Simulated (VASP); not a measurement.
# Rb2LaFeF6 (Fm-3m) in VASP: single point with PBE

Aim: the single point of Rb2LaFeF6 with PBE.

Everything below comes from runs of VASP 6.6.1. Logs are shortened: lines on timing, memory, paths and dates and some standing lists are left out, and cuts for length are marked.

### 1 The cell of the first run

Symmetry: Fm-3m, No. 225, cubic system. Conventional cell: a = 8.777 Å, b = 8.777 Å, c = 8.777 Å, α = 90.00°, β = 90.00°, γ = 90.00°. Fe (site symmetry m-3m) has 6 F at 1.89 Å within 2.5 Å. F (site symmetry 4mm) has 1 Fe at 1.89 Å and 1 La at 2.50 Å within 2.5 Å. Rb (site symmetry -43m) has 12 F at 3.12 Å and 4 Fe at 3.80 Å and 4 La at 3.80 Å within 4.1 Å. Within 3.3 Å of La (site symmetry m-3m) lie 6 F at 2.50 Å.

### 2 Single point, PBE

INCAR reads:

```
ALGO = Normal
EDIFF = 1E-6
ENCUT = 600
GGA = PE
GGA_COMPAT = F
ISIF = 2
ISMEAR = -1
LASPH = T
LCHARG = F
LMAXMIX = 6
LREAL = F
LWAVE = F
NBANDS = 50
NELM = 200
PREC = Accurate
SIGMA = 0.1
```

KPOINTS reads:

```
k-points
0
Gamma
  7 7 7
```

POSCAR reads:

```
Rb2LaFeF6
1.0
    0.0000000000      4.3885890000      4.3885890000
    4.3885890000      0.0000000000      4.3885890000
    4.3885890000      4.3885890000      0.0000000000
Fe F Rb La
1 6 2 1
Direct
    0.0000000000      0.0000000000      0.0000000000
    0.7843000000      0.2157000000      0.2157000000
    0.2157000000      0.7843000000      0.2157000000
    0.2157000000      0.7843000000      0.7843000000
    0.7843000000      0.2157000000      0.7843000000
    0.2157000000      0.2157000000      0.7843000000
    0.7843000000      0.7843000000      0.2157000000
    0.2500000000      0.2500000000      0.2500000000
    0.7500000000      0.7500000000      0.7500000000
    0.5000000000      0.5000000000      0.5000000000
```

Potentials or basis: VASP PAW PBE potentials, release 64 (Fe, F, Rb_sv, La).

Started as:

```sh
$ cat potpaw_PBE.64/Fe/POTCAR potpaw_PBE.64/F/POTCAR potpaw_PBE.64/Rb_sv/POTCAR potpaw_PBE.64/La/POTCAR > POTCAR
$ mpirun -np 1 vasp_std > vasp.out
```

OUTCAR:

```text
EDIFF = 1E-6
   ENCUT = 600
   GGA = PE
   ISIF = 2
   ISMEAR = -1
   LASPH = T
   LREAL = F
   NELM = 200
   PREC = Accurate

 ion  position               nearest neighbor table
   1  0.000  0.000  0.000-   2 1.89   3 1.89   4 1.89   5 1.89   6 1.89   7 1.89   9 3.80   9 3.80
                             9 3.80   8 3.80   9 3.80   8 3.80   8 3.80   8 3.80
   2  0.784  0.216  0.216-   1 1.89  10 2.50   9 3.12   8 3.12   9 3.12   8 3.12
   3  0.216  0.784  0.216-   1 1.89  10 2.50   9 3.12   8 3.12   9 3.12   8 3.12
   4  0.216  0.784  0.784-   1 1.89  10 2.50   9 3.12   9 3.12   8 3.12   8 3.12
   5  0.784  0.216  0.784-   1 1.89  10 2.50   9 3.12   9 3.12   8 3.12   8 3.12
   6  0.216  0.216  0.784-   1 1.89  10 2.50   9 3.12   8 3.12   9 3.12   8 3.12
   7  0.784  0.784  0.216-   1 1.89  10 2.50   9 3.12   9 3.12   8 3.12   8 3.12
   8  0.250  0.250  0.250-   2 3.12   5 3.12   7 3.12   3 3.12   4 3.12   7 3.12   4 3.12   5 3.12
                             6 3.12   2 3.12   3 3.12   6 3.12   1 3.80   1 3.80   1 3.80   1 3.80
   9  0.750  0.750  0.750-   4 3.12   5 3.12   7 3.12   2 3.12   3 3.12   7 3.12   2 3.12   5 3.12
                             6 3.12   3 3.12   4 3.12   6 3.12   1 3.80  10 3.80  10 3.80   1 3.80
  10  0.500  0.500  0.500-   2 2.50   3 2.50   4 2.50   5 2.50   6 2.50   7 2.50   8 3.80   8 3.80
                             8 3.80   8 3.80   9 3.80   9 3.80   9 3.80   9 3.80

  LATTYP: Found a face centered cubic cell.
 ALAT       =     8.7771780000

  Lattice vectors:

 A1 = (   0.0000000000,   4.3885890000,   4.3885890000)
 A2 = (   4.3885890000,   0.0000000000,   4.3885890000)
 A3 = (   4.3885890000,   4.3885890000,   0.0000000000)

Analysis of symmetry for initial positions (statically):
=====================================================================
 Subroutine PRICEL returns:
 Original cell was already a primitive cell.

 Routine SETGRP: Setting up the symmetry group for a
 face centered cubic supercell.

 Subroutine GETGRP returns: Found 48 space group operations
 (whereof 48 operations were pure point group operations)
 out of a pool of 48 trial point group operations.

The static configuration has the point symmetry O_h .

Analysis of symmetry for dynamics (positions and initial velocities):
=====================================================================
 Subroutine PRICEL returns:
 Original cell was already a primitive cell.

 Routine SETGRP: Setting up the symmetry group for a
 face centered cubic supercell.

 Subroutine GETGRP returns: Found 48 space group operations
 (whereof 48 operations were pure point group operations)
 out of a pool of 48 trial point group operations.

The dynamic configuration has the point symmetry O_h .

 Subroutine INISYM returns: Found 48 space group operations
 (whereof 48 operations are pure point group operations),
 and found     1 'primitive' translations

----------------------------------------------------------------------------------------

                                     Primitive cell

  volume of cell :     169.0459

  direct lattice vectors                    reciprocal lattice vectors
     0.000000000  4.388589000  4.388589000    -0.113931835  0.113931835  0.113931835
     4.388589000  0.000000000  4.388589000     0.113931835 -0.113931835  0.113931835
     4.388589000  4.388589000  0.000000000     0.113931835  0.113931835 -0.113931835

  length of vectors
     6.206402083  6.206402083  6.206402083     0.197335728  0.197335728  0.197335728

  position of ions in fractional coordinates (direct lattice)
     0.000000000  0.000000000  0.000000000
     0.784300000  0.215700000  0.215700000
     0.215700000  0.784300000  0.215700000
     0.215700000  0.784300000  0.784300000
     0.784300000  0.215700000  0.784300000
     0.215700000  0.215700000  0.784300000
     0.784300000  0.784300000  0.215700000
     0.250000000  0.250000000  0.250000000
     0.750000000  0.750000000  0.750000000
     0.500000000  0.500000000  0.500000000

  ion indices of the primitive-cell ions
   primitive index   ion index
                 1           1
                 2           2
                 3           3
                 4           4
                 5           5
                 6           6
                 7           7
                 8           8
                 9           9
                10          10

----------------------------------------------------------------------------------------

 KPOINTS: k-points

Automatic generation of k-mesh.
 Grid dimensions read from file:
 generate k-points for:    7    7    7

 Generating k-lattice:

  Cartesian coordinates                     Fractional coordinates (reciprocal lattice)
    -0.016275976  0.016275976  0.016275976     0.142857143  0.000000000  0.000000000
     0.016275976 -0.016275976  0.016275976     0.000000000  0.142857143  0.000000000
     0.016275976  0.016275976 -0.016275976     0.000000000  0.000000000  0.142857143

  Length of vectors
     0.028190818  0.028190818  0.028190818

  Shift w.r.t. Gamma in fractional coordinates (k-lattice)
     0.000000000  0.000000000  0.000000000

 Subroutine IBZKPT returns following result:
 ===========================================

 Found     20 irreducible k-points:

 Following reciprocal coordinates:
            Coordinates               Weight
  0.000000  0.000000  0.000000      1.000000
  0.142857  0.000000  0.000000      8.000000
  0.285714  0.000000  0.000000      8.000000
  0.428571  0.000000  0.000000      8.000000
  0.142857  0.142857  0.000000      6.000000
  0.285714  0.142857  0.000000     24.000000
[... 12 lines left out ...]
 -0.428571  0.428571  0.142857     24.000000
 -0.285714  0.428571  0.142857     24.000000
   k-points           NKPTS =     20   k-points in BZ     NKDIM =     20   number of bands    NBANDS=     50
   number of dos      NEDOS =    301   number of ions     NIONS =     10
   total plane-waves  NPLWV = 125000
   dimension x,y,z NGX =    50 NGY =   50 NGZ =   50
   dimension x,y,z NGXF=   100 NGYF=  100 NGZF=  100
   ions per type =               1   6   2   1
   NGX,Y,Z   is equivalent  to a cutoff of  13.39, 13.39, 13.39 a.u.
   NGXF,Y,Z  is equivalent  to a cutoff of  26.79, 26.79, 26.79 a.u.
 SYSTEM =  unknown system
   PREC   = accura    normal or accurate (medium, high low for compatibility)
   ISTART =      0    job   : 0-new  1-cont  2-samecut
   ICHARG =      2    charge: 1-file 2-atom 10-const
   ISPIN  =      1    spin polarized calculation?
   LNONCOLLINEAR =      F non collinear calculations
   LSORBIT =      F    spin-orbit coupling
   LASPH  =      T    aspherical Exc in radial PAW
   ENCUT  =  600.0 eV  44.10 Ry    6.64 a.u.  12.40 12.40 12.40*2*pi/ulx,y,z
   NELM   =    200;   NELMIN=  2; NELMDL= -5     # of ELM steps
   EDIFF  = 0.1E-05   stopping-criterion for ELM
   LREAL  =      F    real-space projection
   EDIFFG = 0.1E-04   stopping-criterion for IOM
   NSW    =      0    number of steps for IOM
   IBRION =     -1    ionic relax: 0-MD 1-quasi-New 2-CG
   NFREE  =      0    steps in history (QN), initial steepest desc. (CG)
   ISIF   =      2    stress and relaxation
   ISYM   =      2    0-nonsym 1-usesym 2-fastsym
   POTIM  = 0.5000    time-step for ionic-motion
   TEBEG  =    0.0;   TEEND  =   0.0 temperature during run
   PSTRESS=    0.0 pullay stress
   NELECT =      79.0000    total number of electrons
   NUPDOWN=      -1.0000    fix difference up-down
   EMIN   =  10.00;   EMAX   =-10.00  energy-range for DOS
   EFERMI =   0.00;   METHOD = LEGACY
   ISMEAR =    -1;   SIGMA  =   0.10  broadening in eV -4-tet -1-fermi 0-gaus
   EFERMI_NEDOS =   21; number of points for ismear=-14 and -15
   IALGO  =     38    algorithm
   IMIX   =      4    mixing-type and parameters
     AMIX     =   0.40;   BMIX     =  1.00
     AMIX_MAG =   1.60;   BMIX_MAG =  1.00
  volume/ion in A,a.u.               =      16.90       114.08
  Fermi-wavevector in a.u.,A,eV,Ry     =   1.270425  2.400755 21.959519  1.613979
  Thomas-Fermi vector in A             =   2.403413
   LORBIT       =      0    0 simple, 1 ext, 2 COOP (PROOUT), +10 PAW based schemes
   GGA     = PE    functional components
   LHFCALC =     F    Hartree Fock is set to
   AEXX    =    0.0000 exact exchange contribution
   IVDW    =     0    specifies the selected vdW correction
   LEPSILON=     F    determine dielectric tensor
   LRPA    =     F    only Hartree local field effects (RPA)
 non-spin polarized calculation
  energy-cutoff  :      600.00
  volume of cell :      169.05
 maximum number of plane-waves:      5685
 NGX is ok and might be reduce to    50
   NGX = 25   NGY = 25   NGZ = 25

 number of electron      78.9999981 magnetization

 Free energy of the ion-electron system (eV)
  ---------------------------------------------------
  ext. energy  EPLUGINS =         0.00000000
  ---------------------------------------------------
  free energy    TOTEN  =       -50.47059311 eV

  energy without entropy =      -50.17622741  energy(sigma->0) =      -50.32341026

 E-fermi :   6.0764     XC(G=0):  -9.3391

 val. band max:        5.9737009982   @ k =  -0.1429   0.1429   0.0000
 cond. band min:       6.0922760090   @ k =   0.0000   0.0000   0.0000
 fundamental gap:      0.1185750108
 Fermi energy:         6.0763916070

 k-point     1 :       0.0000    0.0000    0.0000
  band No.  band energies     occupation
      1     -28.8232      2.00000
      2     -23.7928      2.00000
      3     -23.7479      2.00000
      4     -20.7446      2.00000
      5     -20.5089      2.00000
      6     -20.5089      2.00000
[... 42 lines left out ...]
     49       6.6772      0.00490
     50       6.6772      0.00490

 k-point     2 :       0.1429    0.0000    0.0000
  band No.  band energies     occupation
      1     -28.8230      2.00000
      2     -23.7901      2.00000
      3     -23.7494      2.00000
      4     -20.7810      2.00000
      5     -20.5033      2.00000
      6     -20.5033      2.00000
[... 42 lines left out ...]
     49       6.6392      0.00716
     50       6.7079      0.00361

 k-point     3 :       0.2857    0.0000    0.0000
  band No.  band energies     occupation
      1     -28.8224      2.00000
      2     -23.7828      2.00000
      3     -23.7542      2.00000
      4     -20.8427      2.00000
      5     -20.4878      2.00000
      6     -20.4878      2.00000
[... 42 lines left out ...]
     49       6.5769      0.01332
     50       6.6859      0.00450

 k-point     4 :       0.4286    0.0000    0.0000
  band No.  band energies     occupation
      1     -28.8219      2.00000
      2     -23.7728      2.00000
      3     -23.7622      2.00000
      4     -20.8827      2.00000
      5     -20.4667      2.00000
      6     -20.4667      2.00000
[... 787 lines left out ...]
 k-point    19 :      -0.4286    0.4286    0.1429
  band No.  band energies     occupation
      1     -28.8215      2.00000
      2     -23.7723      2.00000
      3     -23.7604      2.00000
      4     -20.8484      2.00000
      5     -20.5130      2.00000
      6     -20.4983      2.00000
[... 42 lines left out ...]
     49       6.6733      0.00510
     50       6.6855      0.00451

 k-point    20 :      -0.2857    0.4286    0.1429
  band No.  band energies     occupation
      1     -28.8215      2.00000
      2     -23.7673      2.00000
      3     -23.7652      2.00000
      4     -20.8596      2.00000
      5     -20.5080      2.00000
      6     -20.5030      2.00000
[... 42 lines left out ...]
     49       6.6738      0.00507
     50       6.6887      0.00437

------------------------ aborting loop because EDIFF is reached ----------------------------------------

  FORCE on cell =-STRESS in cart. coord.  units (eV):
  Direction    XX          YY          ZZ          XY          YZ          ZX
  --------------------------------------------------------------------------------------
  -------------------------------------------------------------------------------------
  Total        4.7135350      4.7135350      4.7135350      0.0000000      0.0000000      0.0000000
  in kB       44.6737687     44.6737687     44.6737687      0.0000000      0.0000000      0.0000000
  external PRESSURE =      44.6737687 kB  Pullay stress =       0.0000000 kB

 VOLUME and BASIS-vectors are now :
 -----------------------------------------------------------------------------
  energy-cutoff  :      600.00
  volume of cell :      169.05
      direct lattice vectors                 reciprocal lattice vectors
     0.000000000  4.388589000  4.388589000    -0.113931835  0.113931835  0.113931835
     4.388589000  0.000000000  4.388589000     0.113931835 -0.113931835  0.113931835
     4.388589000  4.388589000  0.000000000     0.113931835  0.113931835 -0.113931835

 POSITION                                       TOTAL-FORCE (eV/Angst)
 -----------------------------------------------------------------------------------
      0.00000      0.00000      0.00000         0.000000      0.000000      0.000000
      1.89324      4.38859      4.38859         2.169399      0.000000      0.000000
      4.38859      1.89324      4.38859         0.000000      2.169399      0.000000
      6.88394      4.38859      4.38859        -2.169399      0.000000      0.000000
      4.38859      6.88394      4.38859         0.000000     -2.169399      0.000000
      4.38859      4.38859      1.89324         0.000000      0.000000      2.169399
      4.38859      4.38859      6.88394         0.000000      0.000000     -2.169399
      2.19429      2.19429      2.19429         0.000000      0.000000      0.000000
      6.58288      6.58288      6.58288         0.000000     -0.000000     -0.000000
      4.38859      4.38859      4.38859         0.000000      0.000000      0.000000
 -----------------------------------------------------------------------------------
    total drift:                                0.000000     -0.000000      0.000000

  FREE ENERGIE OF THE ION-ELECTRON SYSTEM (eV)
  ---------------------------------------------------
  free  energy   TOTEN  =       -50.4705931142 eV

  energy  without entropy=      -50.1762274113  energy(sigma->0) =      -50.32341026
```

It took 28 min on 1 thread of Intel Xeon 8259CL, shared host; peak memory 0.51 GiB.

What came out:

```
Free energy            : -50.4706 eV
Pressure               : 4.5 GPa
Largest force          : 2.169 eV/Å
Band gap on the k mesh : zero (an odd number of electrons rules out a gap without spin polarisation)
```

Forces in eV/Å, atoms in the order of the input:
```
Fe   0.000  0.000  0.000
F    2.169  0.000  0.000
F    0.000  2.169  0.000
F   -2.169  0.000  0.000
F    0.000 -2.169  0.000
F    0.000  0.000  2.169
F    0.000  0.000 -2.169
Rb   0.000  0.000  0.000
Rb   0.000  0.000  0.000
La   0.000  0.000  0.000
```

Caveat: the cell stands under pressure; spin-orbit coupling is left out, which moves the levels of the heavy elements; an odd number of electrons without spin polarisation forces a metal; a magnetic or distorted state may lie lower; the run has no spin polarisation, though such a crystal can be magnetic; semilocal functionals often make such compounds metallic where correlation or magnetic order opens a gap, which also shifts bond lengths.

The gap in the log of VASP goes by the Fermi energy; the results here count the filled bands.